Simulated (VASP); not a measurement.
# MgO (I4mm) in VASP: notebook

The runs below take MgO through single point, with r2SCAN.

All numbers are computed with VASP 6.6.1; they aren't measurements. Logs are shortened: lines on timing, memory, paths and dates and some standing lists are left out, and cuts for length are marked.

## (1) The cell of the first run

Symmetry: I4mm, No. 107, tetragonal system. The conventional cell has a = 3.020 Å, b = 3.020 Å, c = 4.270 Å, α = 90.00°, β = 90.00°, γ = 90.00°. Within 2.7 Å of Mg (site symmetry 4mm) lie 6 O at 2.04 to 2.24 Å. O (site symmetry 4mm) has 6 Mg at 2.04 to 2.24 Å within 2.7 Å.

## (2) Single point, r2SCAN

Contents of POSCAR:

```
MgO
1.0
    0.0000000000      2.1351500000      2.1351500000
    2.1351500000      0.0000000000      2.1351500000
    2.1351500000      2.1351500000      0.0000000000
Mg O
1 1
Direct
    0.0000000000      0.0000000000      0.0000000000
    0.5234175585      0.5234175585      0.4765824415
```

Contents of INCAR.step1:

```
SYSTEM = MgO
ALGO = Normal
EDIFF = 1E-5
ENCUT = 660
GGA = PE
GGA_COMPAT = .FALSE.
ISMEAR = 0
LASPH = .TRUE.
LCHARG = .FALSE.
LREAL = .FALSE.
LWAVE = .TRUE.
NBANDS = 15
NELM = 120
PREC = Accurate
SIGMA = 0.05
```

Contents of INCAR.step2:

```
SYSTEM = MgO
ALGO = Normal
EDIFF = 1E-6
ENCUT = 660
GGA_COMPAT = .FALSE.
ISIF = 2
ISMEAR = 0
ISTART = 1
LASPH = .TRUE.
LCHARG = .TRUE.
LELF = .TRUE.
LMIXTAU = .TRUE.
LREAL = .FALSE.
LVHAR = .TRUE.
LWAVE = .FALSE.
METAGGA = R2SCAN
NBANDS = 15
NELM = 120
PREC = Accurate
SIGMA = 0.05
```

Contents of KPOINTS:

```
k-points
0
G
  10 10 10
  0 0 0
```

Potentials or basis: VASP PAW PBE potentials, release 64 (Mg_sv, O).

Run with:

```console
cat potpaw_PBE.64/Mg_sv/POTCAR potpaw_PBE.64/O/POTCAR > POTCAR
cp INCAR.step1 INCAR
mpirun -np 1 vasp_std > vasp.out
cp INCAR.step2 INCAR
mpirun -np 1 vasp_std > vasp.out
```

OUTCAR:

```text
SYSTEM = MgO
   EDIFF = 1E-6
   ENCUT = 660
   ISIF = 2
   ISMEAR = 0
   ISTART = 1
   LASPH = .TRUE.
   LREAL = .FALSE.
   METAGGA = R2SCAN
   NELM = 120
   PREC = Accurate

 ion  position               nearest neighbor table
   1  0.000  0.000  0.000-   2 2.04
   2  0.523  0.523  0.477-   1 2.04

  LATTYP: Found a face centered cubic cell.
 ALAT       =     4.2703000000

  Lattice vectors:

 A1 = (   0.0000000000,   2.1351500000,   2.1351500000)
 A2 = (   2.1351500000,   0.0000000000,   2.1351500000)
 A3 = (   2.1351500000,   2.1351500000,   0.0000000000)

Analysis of symmetry for initial positions (statically):
=====================================================================
 Subroutine PRICEL returns:
 Original cell was already a primitive cell.

 Routine SETGRP: Setting up the symmetry group for a
 face centered cubic supercell.

 Subroutine GETGRP returns: Found  8 space group operations
 (whereof  8 operations were pure point group operations)
 out of a pool of 48 trial point group operations.

The static configuration has the point symmetry C_4v.

Analysis of symmetry for dynamics (positions and initial velocities):
=====================================================================
 Subroutine PRICEL returns:
 Original cell was already a primitive cell.

 Routine SETGRP: Setting up the symmetry group for a
 face centered cubic supercell.

 Subroutine GETGRP returns: Found  8 space group operations
 (whereof  8 operations were pure point group operations)
 out of a pool of 48 trial point group operations.

The dynamic configuration has the point symmetry C_4v.

 Subroutine INISYM returns: Found  8 space group operations
 (whereof  8 operations are pure point group operations),
 and found     1 'primitive' translations

----------------------------------------------------------------------------------------

                                     Primitive cell

  volume of cell :      19.4677

  direct lattice vectors                    reciprocal lattice vectors
     0.000000000  2.135150000  2.135150000    -0.234175585  0.234175585  0.234175585
     2.135150000  0.000000000  2.135150000     0.234175585 -0.234175585  0.234175585
     2.135150000  2.135150000  0.000000000     0.234175585  0.234175585 -0.234175585

  length of vectors
     3.019558088  3.019558088  3.019558088     0.405604011  0.405604011  0.405604011

  position of ions in fractional coordinates (direct lattice)
     0.000000000  0.000000000  0.000000000
     0.523417559  0.523417559  0.476582441

  ion indices of the primitive-cell ions
   primitive index   ion index
                 1           1
                 2           2

----------------------------------------------------------------------------------------

 KPOINTS: k-points

Automatic generation of k-mesh.
 Grid dimensions read from file:
 generate k-points for:   10   10   10

 Generating k-lattice:

  Cartesian coordinates                     Fractional coordinates (reciprocal lattice)
    -0.023417558  0.023417558  0.023417558     0.100000000  0.000000000  0.000000000
     0.023417558 -0.023417558  0.023417558     0.000000000  0.100000000  0.000000000
     0.023417558  0.023417558 -0.023417558     0.000000000  0.000000000  0.100000000

  Length of vectors
     0.040560401  0.040560401  0.040560401

  Shift w.r.t. Gamma in fractional coordinates (k-lattice)
     0.000000000  0.000000000  0.000000000

 Subroutine IBZKPT returns following result:
 ===========================================

 Found    102 irreducible k-points:

 Following reciprocal coordinates:
            Coordinates               Weight
  0.000000  0.000000  0.000000      1.000000
  0.100000  0.000000  0.000000      8.000000
  0.200000  0.000000  0.000000      8.000000
  0.300000  0.000000  0.000000      8.000000
  0.400000  0.000000  0.000000      8.000000
  0.500000  0.000000  0.000000      4.000000
[... 16 lines left out ...]
 -0.100000  0.100000  0.000000      4.000000
  0.000000 -0.100000  0.100000      8.000000
 [... further k-points ...]
   k-points           NKPTS =    102   k-points in BZ     NKDIM =    102   number of bands    NBANDS=     15
   number of dos      NEDOS =    301   number of ions     NIONS =      2
   total plane-waves  NPLWV =  21952
   dimension x,y,z NGX =    28 NGY =   28 NGZ =   28
   dimension x,y,z NGXF=    56 NGYF=   56 NGZF=   56
   ions per type =               1   1
   NGX,Y,Z   is equivalent  to a cutoff of  15.42, 15.42, 15.42 a.u.
   NGXF,Y,Z  is equivalent  to a cutoff of  30.83, 30.83, 30.83 a.u.
 SYSTEM =  MgO
   PREC   = accura    normal or accurate (medium, high low for compatibility)
   ISTART =      1    job   : 0-new  1-cont  2-samecut
   ICHARG =      0    charge: 1-file 2-atom 10-const
   ISPIN  =      1    spin polarized calculation?
   LNONCOLLINEAR =      F non collinear calculations
   LSORBIT =      F    spin-orbit coupling
   LASPH  =      T    aspherical Exc in radial PAW
   ENCUT  =  660.0 eV  48.51 Ry    6.96 a.u.   6.33  6.33  6.33*2*pi/ulx,y,z
   NELM   =    120;   NELMIN=  2; NELMDL=  0     # of ELM steps
   EDIFF  = 0.1E-05   stopping-criterion for ELM
   LREAL  =      F    real-space projection
   EDIFFG = 0.1E-04   stopping-criterion for IOM
   NSW    =      0    number of steps for IOM
   IBRION =     -1    ionic relax: 0-MD 1-quasi-New 2-CG
   NFREE  =      0    steps in history (QN), initial steepest desc. (CG)
   ISIF   =      2    stress and relaxation
   ISYM   =      2    0-nonsym 1-usesym 2-fastsym
   POTIM  = 0.5000    time-step for ionic-motion
   TEBEG  =    0.0;   TEEND  =   0.0 temperature during run
   PSTRESS=    0.0 pullay stress
   NELECT =      16.0000    total number of electrons
   NUPDOWN=      -1.0000    fix difference up-down
   EMIN   =  10.00;   EMAX   =-10.00  energy-range for DOS
   EFERMI =   0.00;   METHOD = LEGACY
   ISMEAR =     0;   SIGMA  =   0.05  broadening in eV -4-tet -1-fermi 0-gaus
   EFERMI_NEDOS =   21; number of points for ismear=-14 and -15
   IALGO  =     38    algorithm
   IMIX   =      4    mixing-type and parameters
     AMIX     =   0.40;   BMIX     =  1.00
     AMIX_MAG =   1.60;   BMIX_MAG =  1.00
  volume/ion in A,a.u.               =       9.73        65.69
  Fermi-wavevector in a.u.,A,eV,Ry     =   1.533474  2.897846 31.994681  2.351543
  Thomas-Fermi vector in A             =   2.640536
   LORBIT       =      0    0 simple, 1 ext, 2 COOP (PROOUT), +10 PAW based schemes
   METAGGA = R2SCAN    functional components
   LHFCALC =     F    Hartree Fock is set to
   AEXX    =    0.0000 exact exchange contribution
   IVDW    =     0    specifies the selected vdW correction
   LEPSILON=     F    determine dielectric tensor
   LRPA    =     F    only Hartree local field effects (RPA)
 non-spin polarized calculation
 Gauss-broadening in eV      SIGMA  =   0.05
  energy-cutoff  :      660.00
  volume of cell :       19.47
 maximum number of plane-waves:       763
 NGX is ok and might be reduce to    28
   NGX = 13   NGY = 13   NGZ = 13

 number of electron      15.9999997 magnetization

 Free energy of the ion-electron system (eV)
  ---------------------------------------------------
  ext. energy  EPLUGINS =         0.00000000
  ---------------------------------------------------
  free energy    TOTEN  =       -16.13452602 eV

  energy without entropy =      -16.13452602  energy(sigma->0) =      -16.13452602

 E-fermi :   2.6358     XC(G=0): -11.8089

 val. band max:        2.2188293046   @ k =   0.0000   0.0000   0.0000
 cond. band min:       7.4679192139   @ k =   0.0000   0.0000   0.0000
 fundamental gap:      5.2490899092
 Fermi energy:         2.6357902678

 k-point     1 :       0.0000    0.0000    0.0000
  band No.  band energies     occupation
      1     -72.8889      2.00000
      2     -37.9851      2.00000
      3     -37.9851      2.00000
      4     -37.9846      2.00000
      5     -15.7620      2.00000
      6       2.2046      2.00000
      7       2.2188      2.00000
      8       2.2188      2.00000
      9       7.4679      0.00000
     10      18.8604      0.00000
     11      18.8781      0.00000
     12      18.8781      0.00000
     13      22.8057      0.00000
     14      24.6237      0.00000
     15      24.6510      0.00000

 k-point     2 :       0.1000    0.0000    0.0000
  band No.  band energies     occupation
      1     -72.8882      2.00000
      2     -37.9918      2.00000
      3     -37.9857      2.00000
      4     -37.9853      2.00000
      5     -15.6635      2.00000
      6       1.5996      2.00000
      7       2.1493      2.00000
      8       2.1551      2.00000
      9       8.0798      0.00000
     10      17.6146      0.00000
     11      19.1057      0.00000
     12      19.1128      0.00000
     13      23.8726      0.00000
     14      23.8971      0.00000
     15      24.4721      0.00000

 k-point     3 :       0.2000    0.0000    0.0000
  band No.  band energies     occupation
      1     -72.8866      2.00000
      2     -38.0101      2.00000
      3     -37.9877      2.00000
      4     -37.9873      2.00000
      5     -15.3948      2.00000
      6       0.3362      2.00000
      7       1.9869      2.00000
      8       1.9928      2.00000
      9       9.2907      0.00000
     10      16.0793      0.00000
     11      19.5614      0.00000
     12      19.5736      0.00000
     13      23.1764      0.00000
     14      23.2221      0.00000
     15      25.4137      0.00000
[... 343 lines left out ...]
 k-point    23 :      -0.1000    0.1000    0.0000
  band No.  band energies     occupation
      1     -72.8872      2.00000
      2     -38.0013      2.00000
      3     -37.9892      2.00000
      4     -37.9859      2.00000
      5     -15.5095      2.00000
      6       0.9117      2.00000
      7       1.8985      2.00000
      8       2.1081      2.00000
      9       8.8821      0.00000
     10      16.5276      0.00000
     11      19.2487      0.00000
     12      19.5362      0.00000
     13      22.5005      0.00000
     14      24.0090      0.00000
     15      26.0305      0.00000

 k-point    24 :       0.0000   -0.1000    0.1000
  band No.  band energies     occupation
      1     -72.8872      2.00000
      2     -38.0011      2.00000
      3     -37.9898      2.00000
      4     -37.9856      2.00000
      5     -15.5093      2.00000
      6       0.9142      2.00000
      7       1.9018      2.00000
      8       2.1033      2.00000
      9       8.8746      0.00000
     10      16.5385      0.00000
     11      19.2346      0.00000
     12      19.5460      0.00000
     13      22.5568      0.00000
     14      24.0034      0.00000
     15      25.9591      0.00000

 [... further k-points ...]

------------------------ aborting loop because EDIFF is reached ----------------------------------------

  FORCE on cell =-STRESS in cart. coord.  units (eV):
  Direction    XX          YY          ZZ          XY          YZ          ZX
  --------------------------------------------------------------------------------------
  -------------------------------------------------------------------------------------
  Total       -0.8979277     -0.8979277     -0.5203828      0.0000000      0.0000000      0.0000000
  in kB      -73.8986992    -73.8986992    -42.8270684      0.0000000      0.0000000      0.0000000
  external PRESSURE =     -63.5414889 kB  Pullay stress =       0.0000000 kB

 VOLUME and BASIS-vectors are now :
 -----------------------------------------------------------------------------
  energy-cutoff  :      660.00
  volume of cell :       19.47
      direct lattice vectors                 reciprocal lattice vectors
     0.000000000  2.135150000  2.135150000    -0.234175585  0.234175585  0.234175585
     2.135150000  0.000000000  2.135150000     0.234175585 -0.234175585  0.234175585
     2.135150000  2.135150000  0.000000000     0.234175585  0.234175585 -0.234175585

 POSITION                                       TOTAL-FORCE (eV/Angst)
 -----------------------------------------------------------------------------------
      0.00000      0.00000      0.00000         0.000000      0.000000      0.494141
      2.13515      2.13515      2.23515         0.000000      0.000000     -0.494141
 -----------------------------------------------------------------------------------
    total drift:                                0.000000      0.000000     -0.005288

  FREE ENERGIE OF THE ION-ELECTRON SYSTEM (eV)
  ---------------------------------------------------
  free  energy   TOTEN  =       -16.1345260196 eV

  energy  without entropy=      -16.1345260196  energy(sigma->0) =      -16.13452602
```

Wall time 2 min (1 thread of AMD EPYC 9R45 (Zen 5), shared host); peak memory 0.16 GiB.

Results:

```yaml
Free_energy: -16.1345 eV
Pressure: -6.4 GPa
Largest_force: 0.494 eV/Å
Band_gap_on_the_k_mesh: 5.25 eV
```

Forces in eV/Å, atoms in the order of the input:
```
Mg   0.000  0.000  0.494
O    0.000  0.000 -0.494
```

Levels at points of the mesh, in eV from the valence-band top:
```csv
k point,band 6,band 7,band 8,band 9,band 10,band 11
"(0.00, 0.00, 0.00)",-0.01,0.00,0.00,5.25,16.64,16.66
"(0.50, 0.00, 0.00)",-4.41,-0.63,-0.62,8.56,13.32,17.07
"(0.50, 0.50, 0.00)",-3.89,-1.30,-1.30,9.99,10.66,13.88
"(0.00, 0.50, 0.50)",-3.90,-1.31,-1.31,10.01,10.68,13.87
```

Caveat: the cell differs from its parent crystal (all O atoms moved -0.100 Å, as atom 2 towards its neighbour atom 1 (Mg) at 2.135 Å); the cell stands under tension; the PAW data sets were made with another functional, which shifts forces and pressure a little.

(Continued in part 2 of 2.)
